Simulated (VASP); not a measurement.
Runs of VASP 6.6.1 on Ag2O. The structure is that of space group Pn-3m (No. 224), or close to it. The cells are those of the table. 

```csv
cell,gap on the mesh (eV),pressure (GPa)
"a = 4.523 Å, 6 atoms",(b),20.8
"a = 4.908 Å, 6 atoms",none,-3.7
"a = 4.620 Å, 6 atoms",0.15,11.6
"a = 4.716 Å, 6 atoms",-,4.8
"a = 5.005 Å, 6 atoms",none,(a)
"a = 5.101 Å, 6 atoms",none,-7.9
"a = 4.812 Å, 6 atoms",none,-0.1
```

Alike in all rows: task single point; level PBE; potentials or basis VASP PAW PBE potentials, release 64 (Ag, O); no spin polarisation; k mesh 8 × 8 × 8; cutoff (eV) 600; smearing gaussian 0.1 eV.

Problem. Fill in the values left out.

Solution. (a) -6.2; (b) 0.28.

Caveats: the cell stands under pressure (at least some runs); the cell stands under tension (at least some runs).

A k mesh can miss the band edges, and the runs leave out spin-orbit coupling on Ag.

A gap of «none» marks levels without a gap at the run's occupations.
